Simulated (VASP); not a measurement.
Wanted: the native input for a VASP 6.6.1 run.

* Task: relaxation of cell and atoms
* Functional: PBE
* Potentials or basis: VASP PAW PBE potentials, release 64 (Nb_sv)
* Cutoff: 600 eV
* k mesh: 14 × 14 × 14
* Occupations: gaussian, width 0.1 eV
* Spin: no spin polarisation
* Dipole correction: no
* Further INCAR settings: ALGO = Normal; EDIFF = 1e-06; IBRION = 2; EDIFFG = -0.002; NSW = 100; ISIF = 3

The structure of Nb lies in POSCAR:

```
Nb
1.0
   -1.6588161900      1.6588161900      1.6588161900
    1.6588161900     -1.6588161900      1.6588161900
    1.6588161900      1.6588161900     -1.6588161900
Nb
1
Direct
    0.0000000000      0.0000000000      0.0000000000
```

The input as run:

INCAR

```
SYSTEM = Nb
ALGO = Normal ; EDIFF = 1E-6
EDIFFG = -0.002 ; ENCUT = 600
GGA = PE ; IBRION = 2
ISIF = 3 ; ISMEAR = 0
LASPH = .True. ; LCHARG = .False.
LREAL = .False. ; LWAVE = .False.
NELM = 80 ; NSW = 100
PREC = Accurate ; SIGMA = 0.1
```

KPOINTS

```
k-points
0
Gamma
  14 14 14
  0 0 0
```

Potentials or basis: VASP PAW PBE potentials, release 64 (Nb_sv).

The run is started by

```console
$ cat potpaw_PBE.64/Nb_sv/POTCAR > POTCAR
$ mpirun -np 1 vasp_std > vasp.out
```

Results of the run:

```
Relaxed volume                         : 18.13 Å³/atom
Relaxed cell                           : a = 2.867 Å, b = 2.867 Å, c = 2.867 Å, α = 109.47°, β = 109.47°, γ = 109.47°
Space group after relaxing (to 0.05 Å) : Im-3m (No. 229)
Energy gained by relaxing              : 0.4 meV/atom
Ionic steps                            : 3
Pressure after relaxing                : 0.0 GPa
```

It took 28 s on 1 thread of Intel(R) Xeon(R) 6975P-C (Granite Rapids), on a shared host, peak memory 0.16 GiB.
